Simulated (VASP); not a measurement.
# Ti3N3O: single point with PBE

The system is Ti3N3O, a slab with vacuum.

```
N Ti O
1.0
     3.00286    0.00000    0.00000
    -1.50143    2.60055    0.00000
     0.00000    0.00000   21.55415
N Ti O
3 3 1
Cartesian
  0.0000 1.7337 4.0000
  0.0000 0.0000 6.4518
  1.5014 0.8668 8.9392
  1.5014 0.8668 5.2259
  0.0000 1.7337 7.7058
  0.0282 -0.0306 10.1272
  -0.2502 0.4334 11.6708
```

```
Program                : VASP 6.6.1
Task                   : single point
Functional             : PBE
Potentials or basis    : VASP PAW PBE potentials, release 64 (N, Ti_sv, O)
Cutoff                 : 520 eV
k mesh                 : 9 × 9 × 1
Occupations            : gaussian, width 0.1 eV
Spin                   : no spin polarisation
Dipole correction      : yes
Further INCAR settings : ALGO = Normal; EDIFF = 1e-07; NBANDS = 38
```

The largest force is 5.314 eV/Å and the band gap on the k mesh is zero (an odd number of electrons rules out a gap without spin polarisation).

Forces in eV/Å, atoms in the order of the input:
```
N   -0.001 -0.002  4.201
N    0.025 -0.025  1.187
N    0.396 -0.878  0.056
Ti   0.002  0.031 -5.314
Ti  -0.064 -0.054 -0.153
Ti   0.068 -0.123 -0.318
O   -0.425  1.051  0.342
```

Levels at points of the mesh, in eV from the Fermi level:
| k point | band 24 | band 25 | band 26 | band 27 | band 28 | band 29 | band 30 | band 31 | band 32 | band 33 |
| --- | --- | --- | --- | --- | --- | --- | --- | --- | --- | --- |
| (0.00, 0.00, 0.00) | -2.05 | -1.62 | -0.95 | -0.26 | -0.25 | 0.38 | 0.48 | 0.70 | 1.41 | 1.68 |

It took 8.9 min on 1 thread of Intel(R) Xeon(R) Platinum 8488C (Sapphire Rapids) (shared host), peak memory 0.43 GiB.

Caveat: an odd number of electrons without spin polarisation forces a metal; a magnetic or distorted state may lie lower.
